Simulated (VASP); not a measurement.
# Pt (Pm-3m) in VASP: a series of runs

Runs on Pt. Level: PBE. Tasks: single point.

Program: VASP 6.6.1. These are calculated values, not measurements. Logs are shortened: lines on timing, memory, paths and dates and some standing lists are left out, and cuts for length are marked.

**1. The cell of the first run**

The structure is cubic, space group Pm-3m (No. 221). Conventional cell: a = 2.572 Å, b = 2.572 Å, c = 2.572 Å, α = 90.00°, β = 90.00°, γ = 90.00°. Within 3.4 Å of Pt (site symmetry m-3m) lie 6 Pt at 2.57 Å.

This isn't the form of Pt at room conditions, which is fcc.

**2. Single point, PBE**

INCAR reads:

```
SYSTEM = Pt
PREC = Accurate
ENCUT = 520
EDIFF = 1E-7
ISMEAR = -1
SIGMA = 0.06122561905347299
LREAL = .FALSE.
LASPH = .TRUE.
NELM = 80
ALGO = Normal
ISIF = 2
LWAVE = .FALSE.
LCHARG = .FALSE.
GGA = PE
NBANDS = 11
```

KPOINTS reads:

```
Automatic mesh
0
G
  21 21 21
  0 0 0
```

POSCAR reads:

```
Pt
1.0
    2.5721075436      0.0000000000      0.0000000000
    0.0000000000      2.5721075436      0.0000000000
    0.0000000000      0.0000000000      2.5721075436
Pt
1
Direct
    0.0000000000      0.0000000000      0.0000000000
```

Potentials or basis: VASP PAW PBE potentials, release 64 (Pt).

The run is started by

```console
cat potpaw_PBE.64/Pt/POTCAR > POTCAR
mpirun -np 1 vasp_std > vasp.out
```

OUTCAR:

```text
SYSTEM = Pt
   PREC = Accurate
   ENCUT = 520
   EDIFF = 1E-7
   ISMEAR = -1
   LREAL = .FALSE.
   LASPH = .TRUE.
   NELM = 80
   ISIF = 2
   GGA = PE

 ion  position               nearest neighbor table
   1  0.000  0.000  0.000-

  LATTYP: Found a simple cubic cell.
 ALAT       =     2.5721075436

  Lattice vectors:

 A1 = (   2.5721075436,   0.0000000000,   0.0000000000)
 A2 = (   0.0000000000,   2.5721075436,   0.0000000000)
 A3 = (   0.0000000000,   0.0000000000,   2.5721075436)

Analysis of symmetry for initial positions (statically):
=====================================================================
 Subroutine PRICEL returns:
 Original cell was already a primitive cell.

 Routine SETGRP: Setting up the symmetry group for a
 simple cubic supercell.

 Subroutine GETGRP returns: Found 48 space group operations
 (whereof 48 operations were pure point group operations)
 out of a pool of 48 trial point group operations.

The static configuration has the point symmetry O_h .

Analysis of symmetry for dynamics (positions and initial velocities):
=====================================================================
 Subroutine PRICEL returns:
 Original cell was already a primitive cell.

 Routine SETGRP: Setting up the symmetry group for a
 simple cubic supercell.

 Subroutine GETGRP returns: Found 48 space group operations
 (whereof 48 operations were pure point group operations)
 out of a pool of 48 trial point group operations.

The dynamic configuration has the point symmetry O_h .

 Subroutine INISYM returns: Found 48 space group operations
 (whereof 48 operations are pure point group operations),
 and found     1 'primitive' translations

----------------------------------------------------------------------------------------

                                     Primitive cell

  volume of cell :      17.0164

  direct lattice vectors                    reciprocal lattice vectors
     2.572107544  0.000000000  0.000000000     0.388786232  0.000000000  0.000000000
     0.000000000  2.572107544  0.000000000     0.000000000  0.388786232  0.000000000
     0.000000000  0.000000000  2.572107544     0.000000000  0.000000000  0.388786232

  length of vectors
     2.572107544  2.572107544  2.572107544     0.388786232  0.388786232  0.388786232

  position of ions in fractional coordinates (direct lattice)
     0.000000000  0.000000000  0.000000000

  ion indices of the primitive-cell ions
   primitive index   ion index
                 1           1

----------------------------------------------------------------------------------------

 KPOINTS: Automatic mesh

Automatic generation of k-mesh.
 Grid dimensions read from file:
 generate k-points for:   21   21   21

 Generating k-lattice:

  Cartesian coordinates                     Fractional coordinates (reciprocal lattice)
     0.018513630  0.000000000  0.000000000     0.047619048  0.000000000  0.000000000
     0.000000000  0.018513630  0.000000000     0.000000000  0.047619048  0.000000000
     0.000000000  0.000000000  0.018513630     0.000000000  0.000000000  0.047619048

  Length of vectors
     0.018513630  0.018513630  0.018513630

  Shift w.r.t. Gamma in fractional coordinates (k-lattice)
     0.000000000  0.000000000  0.000000000

 Subroutine IBZKPT returns following result:
 ===========================================

 Found    286 irreducible k-points:

 Following reciprocal coordinates:
            Coordinates               Weight
  0.000000  0.000000  0.000000      1.000000
  0.047619  0.000000  0.000000      6.000000
  0.095238  0.000000  0.000000      6.000000
  0.142857  0.000000  0.000000      6.000000
  0.190476  0.000000  0.000000      6.000000
  0.238095  0.000000  0.000000      6.000000
[... 16 lines left out ...]
  0.142857  0.095238  0.000000     24.000000
  0.190476  0.095238  0.000000     24.000000
 [... further k-points ...]
   k-points           NKPTS =    286   k-points in BZ     NKDIM =    286   number of bands    NBANDS=     11
   number of dos      NEDOS =    301   number of ions     NIONS =      1
   total plane-waves  NPLWV =   8000
   dimension x,y,z NGX =    20 NGY =   20 NGZ =   20
   dimension x,y,z NGXF=    40 NGYF=   40 NGZF=   40
   ions per type =               1
   NGX,Y,Z   is equivalent  to a cutoff of  12.93, 12.93, 12.93 a.u.
   NGXF,Y,Z  is equivalent  to a cutoff of  25.85, 25.85, 25.85 a.u.
 SYSTEM =  Pt
   PREC   = accura    normal or accurate (medium, high low for compatibility)
   ISTART =      0    job   : 0-new  1-cont  2-samecut
   ICHARG =      2    charge: 1-file 2-atom 10-const
   ISPIN  =      1    spin polarized calculation?
   LNONCOLLINEAR =      F non collinear calculations
   LSORBIT =      F    spin-orbit coupling
   LASPH  =      T    aspherical Exc in radial PAW
   ENCUT  =  520.0 eV  38.22 Ry    6.18 a.u.   4.78  4.78  4.78*2*pi/ulx,y,z
   NELM   =     80;   NELMIN=  2; NELMDL= -5     # of ELM steps
   EDIFF  = 0.1E-06   stopping-criterion for ELM
   LREAL  =      F    real-space projection
   EDIFFG = 0.1E-05   stopping-criterion for IOM
   NSW    =      0    number of steps for IOM
   IBRION =     -1    ionic relax: 0-MD 1-quasi-New 2-CG
   NFREE  =      0    steps in history (QN), initial steepest desc. (CG)
   ISIF   =      2    stress and relaxation
   ISYM   =      2    0-nonsym 1-usesym 2-fastsym
   POTIM  = 0.5000    time-step for ionic-motion
   TEBEG  =    0.0;   TEEND  =   0.0 temperature during run
   PSTRESS=    0.0 pullay stress
   NELECT =      10.0000    total number of electrons
   NUPDOWN=      -1.0000    fix difference up-down
   EMIN   =  10.00;   EMAX   =-10.00  energy-range for DOS
   EFERMI =   0.00;   METHOD = LEGACY
   ISMEAR =    -1;   SIGMA  =   0.06  broadening in eV -4-tet -1-fermi 0-gaus
   EFERMI_NEDOS =   21; number of points for ismear=-14 and -15
   IALGO  =     38    algorithm
   IMIX   =      4    mixing-type and parameters
     AMIX     =   0.40;   BMIX     =  1.00
     AMIX_MAG =   1.60;   BMIX_MAG =  1.00
  volume/ion in A,a.u.               =      17.02       114.83
  Fermi-wavevector in a.u.,A,eV,Ry     =   1.371258  2.591301 25.583679  1.880347
  Thomas-Fermi vector in A             =   2.496971
   LORBIT       =      0    0 simple, 1 ext, 2 COOP (PROOUT), +10 PAW based schemes
   GGA     = PE    functional components
[... 5 lines left out ...]
 non-spin polarized calculation
  energy-cutoff  :      520.00
  volume of cell :       17.02
 maximum number of plane-waves:       468
 NGX is ok and might be reduce to    20
   NGX =  9   NGY =  9   NGZ =  9

 number of electron      10.0000000 magnetization

 number of electron       9.9999998 magnetization

 Free energy of the ion-electron system (eV)
  ---------------------------------------------------
  ext. energy  EPLUGINS =         0.00000000
  ---------------------------------------------------
  free energy    TOTEN  =        -5.61707685 eV

  energy without entropy =       -5.60224247  energy(sigma->0) =       -5.60965966

 E-fermi :   9.1640     XC(G=0): -12.6204

 val. band max:        9.1588445104   @ k =   0.2857   0.1429   0.0000
 cond. band min:       9.1664229887   @ k =   0.3810   0.1429   0.0476
 fundamental gap:      0.0075784783
 Fermi energy:         9.1639843246

 k-point     1 :       0.0000    0.0000    0.0000
  band No.  band energies     occupation
      1       0.2299      2.00000
      2       3.0304      2.00000
      3       3.0304      2.00000
      4       9.5058      0.00749
      5       9.5058      0.00749
      6       9.5058      0.00749
      7      24.6699      0.00000
      8      24.6699      0.00000
      9      24.6699      0.00000
     10      30.6981      0.00000
     11      33.4532      0.00000

 k-point     2 :       0.0476    0.0000    0.0000
  band No.  band energies     occupation
      1       0.2984      2.00000
      2       3.0434      2.00000
      3       3.0923      2.00000
      4       9.4402      0.02172
      5       9.4402      0.02172
      6       9.5108      0.00690
      7      24.1766      0.00000
      8      24.7937      0.00000
      9      24.7937      0.00000
     10      31.0448      0.00000
     11      32.9236      0.00000

 k-point     3 :       0.0952    0.0000    0.0000
  band No.  band energies     occupation
      1       0.4957      2.00000
      2       3.0815      2.00000
      3       3.2813      2.00000
      4       9.2540      0.37367
      5       9.2540      0.37366
      6       9.5256      0.00543
      7      23.0263      0.00000
      8      25.1520      0.00000
      9      25.1520      0.00000
     10      31.6008      0.00000
     11      31.8412      0.00000

 k-point     4 :       0.1429    0.0000    0.0000
  band No.  band energies     occupation
      1       0.7982      2.00000
      2       3.1419      2.00000
      3       3.6063      2.00000
      4       8.9754      1.91219
      5       8.9754      1.91218
      6       9.5487      0.00373
      7      21.6405      0.00000
      8      25.7095      0.00000
      9      25.7095      0.00000
     10      30.6599      0.00000
     11      31.8903      0.00000

 k-point     5 :       0.1905    0.0000    0.0000
  band No.  band energies     occupation
      1       1.1698      2.00000
      2       3.2200      2.00000
      3       4.0778      2.00000
      4       8.6408      1.99961
      5       8.6408      1.99961
      6       9.5783      0.00230
      7      20.2159      0.00000
      8      26.4180      0.00000
      9      26.4180      0.00000
     10      29.5248      0.00000
     11      31.9385      0.00000

 k-point     6 :       0.2381    0.0000    0.0000
  band No.  band energies     occupation
      1       1.5693      2.00000
      2       3.3097      2.00000
      3       4.6991      2.00000
      4       8.2874      2.00000
      5       8.2874      2.00000
      6       9.6119      0.00133
      7      18.8355      0.00000
      8      27.2251      0.00000
      9      27.2251      0.00000
     10      28.4921      0.00000
     11      31.7839      0.00000

 k-point     7 :       0.2857    0.0000    0.0000
  band No.  band energies     occupation
      1       1.9604      2.00000
      2       3.4033      2.00000
      3       5.4536      2.00000
      4       7.9477      2.00000
      5       7.9477      2.00000
      6       9.6464      0.00076
      7      17.5412      0.00000
      8      27.5929      0.00000
      9      28.0784      0.00000
     10      28.0784      0.00000
     11      31.3987      0.00000

 k-point     8 :       0.3333    0.0000    0.0000
  band No.  band energies     occupation
      1       2.3146      2.00000
      2       3.4926      2.00000
      3       6.2969      2.00000
      4       7.6476      2.00000
      5       7.6476      2.00000
      6       9.6788      0.00045
      7      16.3621      0.00000
      8      26.8484      0.00000
      9      28.9241      0.00000
     10      28.9241      0.00000
     11      30.7837      0.00000
[... 141 lines left out ...]
 k-point    19 :       0.3810    0.0476    0.0000
  band No.  band energies     occupation
      1       2.6805      2.00000
      2       3.6220      2.00000
      3       6.7723      2.00000
      4       7.4155      2.00000
      5       7.7494      2.00000
      6       9.6478      0.00074
      7      15.3943      0.00000
      8      26.2932      0.00000
      9      28.8061      0.00000
     10      29.8529      0.00000
     11      30.6759      0.00000

 k-point    20 :       0.4286    0.0476    0.0000
  band No.  band energies     occupation
      1       2.8950      2.00000
      2       3.6792      2.00000
      3       6.8473      2.00000
      4       7.2480      2.00000
      5       8.2745      2.00000
      6       9.6681      0.00053
      7      14.5504      0.00000
      8      25.9310      0.00000
      9      29.0178      0.00000
     10      30.2820      0.00000
     11      30.4861      0.00000

 k-point    21 :       0.4762    0.0476    0.0000
  band No.  band energies     occupation
      1       3.0085      2.00000
      2       3.7096      2.00000
      3       6.8101      2.00000
      4       7.1621      2.00000
      5       8.7087      1.99882
      6       9.6788      0.00045
      7      14.0453      0.00000
      8      25.7438      0.00000
      9      28.9271      0.00000
     10      30.2628      0.00000
     11      30.8537      0.00000

 k-point    22 :       0.0952    0.0952    0.0000
  band No.  band energies     occupation
      1       0.7654      2.00000
      2       3.2359      2.00000
      3       3.4240      2.00000
      4       8.9893      1.89094
      5       9.2360      0.47150
      6       9.3171      0.15155
      7      23.1769      0.00000
      8      23.7749      0.00000
      9      25.6393      0.00000
     10      31.3832      0.00000
     11      33.4361      0.00000

 k-point    23 :       0.1429    0.0952    0.0000
  band No.  band energies     occupation
      1       1.0708      2.00000
      2       3.3291      2.00000
      3       3.7111      2.00000
      4       8.6995      1.99899
      5       8.9910      1.88802
      6       9.3123      0.16289
      7      22.0251      0.00000
      8      24.0121      0.00000
      9      26.2037      0.00000
     10      30.6896      0.00000
     11      33.4280      0.00000

 k-point    24 :       0.1905    0.0952    0.0000
  band No.  band energies     occupation
      1       1.4429      2.00000
      2       3.4186      2.00000
      3       4.1640      2.00000
      4       8.3593      2.00000
      5       8.6630      1.99944
      6       9.3421      0.10337
      7      20.6154      0.00000
      8      24.5728      0.00000
      9      26.9222      0.00000
     10      29.7993      0.00000
     11      33.4542      0.00000

 [... further k-points ...]
[... 5 lines left out ...]
  --------------------------------------------------------------------------------------
  -------------------------------------------------------------------------------------
  Total        1.3412739      1.3412739      1.3412739     -0.0000000      0.0000000     -0.0000000
  in kB      126.2875910    126.2875910    126.2875910     -0.0000000      0.0000000     -0.0000000
  external PRESSURE =     126.2875910 kB  Pullay stress =       0.0000000 kB

 VOLUME and BASIS-vectors are now :
 -----------------------------------------------------------------------------
  energy-cutoff  :      520.00
  volume of cell :       17.02
      direct lattice vectors                 reciprocal lattice vectors
     2.572107544  0.000000000  0.000000000     0.388786232  0.000000000  0.000000000
     0.000000000  2.572107544  0.000000000     0.000000000  0.388786232  0.000000000
     0.000000000  0.000000000  2.572107544     0.000000000  0.000000000  0.388786232

 POSITION                                       TOTAL-FORCE (eV/Angst)
 -----------------------------------------------------------------------------------
      0.00000      0.00000      0.00000         0.000000      0.000000      0.000000
 -----------------------------------------------------------------------------------
    total drift:                               -0.000000      0.000000      0.000000

  FREE ENERGIE OF THE ION-ELECTRON SYSTEM (eV)
  ---------------------------------------------------
  free  energy   TOTEN  =        -5.6170768536 eV

  energy  without entropy=       -5.6022424694  energy(sigma->0) =       -5.60965966
```

Run time: 27 s. Hardware: 1 thread of Intel Xeon Platinum 8259CL at 2.50GHz (Skylake/Cascade Lake), shared host; peak memory 0.17 GiB.

Results:

* Free energy: -5.6171 eV
* Pressure: 12.6 GPa
* Band gap on the k mesh: zero (bands 5 and 6 overlap by 3.35 eV)

Caveat: the cell stands under pressure; spin-orbit coupling is left out, which moves the levels of the heavy elements.

**3. Single point, PBE**

INCAR reads:

```
PREC = Accurate
ENCUT = 520
EDIFF = 1E-7
ISMEAR = -1
SIGMA = 0.06122561905347299
LREAL = False
LASPH = True
NELM = 80
ALGO = Normal
ISIF = 2
LWAVE = False
LCHARG = False
GGA = PE
NBANDS = 11
```

KPOINTS reads:

```
Automatic mesh
0
Gamma
  21 21 21
```

POSCAR is that of step 2.

Potentials or basis: VASP PAW PBE potentials, release 64 (Pt).

The run is started by

```console
cat potpaw_PBE.64/Pt/POTCAR > POTCAR
mpirun -np 1 vasp_std > vasp.out
```

It took 26 s on 1 thread of Intel Xeon Platinum 8259CL at 2.50GHz (Skylake/Cascade Lake), shared host; peak memory 0.16 GiB.

It converged, with:

```
Free energy            : -5.6171 eV
Pressure               : 12.6 GPa
Band gap on the k mesh : zero (bands 5 and 6 overlap by 3.35 eV)
```

Levels at points of the mesh, in eV from the Fermi level:
| k point | band 3 | band 4 | band 5 | band 6 | band 7 | band 8 |
| --- | --- | --- | --- | --- | --- | --- |
| (0.00, 0.00, 0.00) | -6.13 | 0.34 | 0.34 | 0.34 | 15.51 | 15.51 |

Caveat: the cell stands under pressure; spin-orbit coupling is left out, which moves the levels of the heavy elements.

(Continued in part 2 of 2.)
